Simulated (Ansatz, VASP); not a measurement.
## Two plane-wave programs on AsSe4

```
CELL_PARAMETERS angstrom
-3.68168 3.68168 2.26489
3.68168 -3.68168 2.26489
3.68168 3.68168 -2.26489
ATOMIC_POSITIONS crystal
As 0.00000 0.00000 0.00000
Se 0.79718 0.60235 0.39953
Se 0.20282 0.39765 0.60047
Se 0.60235 0.20282 0.80518
Se 0.39765 0.79718 0.19482
```

Change from the starting cell: species swapped into the ScAu4 type (I4/m, No. 87).

Alike in both runs: task relaxation of cell and atoms; functional PBE; k mesh 4 × 4 × 4; occupations gaussian, width 0.1 eV; no spin polarisation.

```csv
,VASP,Ansatz
version,VASP 6.6.1,Ansatz 0.2.0
potentials or method,"VASP PAW PBE potentials, release 64 (As, Se), cutoff 600 eV","scalar-relativistic, plane waves, PAW"
valence electrons in the cell,29,79
```

|  | VASP | Ansatz | Ansatz less VASP |
| --- | --- | --- | --- |
| gap on the k mesh at the Fermi level, each at its own relaxed structure (eV) | none | none | - |
| relaxed volume (Å³/atom) | 25.96 | 25.90 | -0.062 |
| relaxed cell length with the largest relative difference (Å) | 6.353 | 6.346 | -0.0067 |

A gap of «none» marks a metal or a gap that the smearing closes. VASP's potentials hold 29 valence electrons a cell and Ansatz's 79, so a difference there can come from the potentials and not from the codes.

The k mesh is coarse, so the values compare programs but aren't converged.
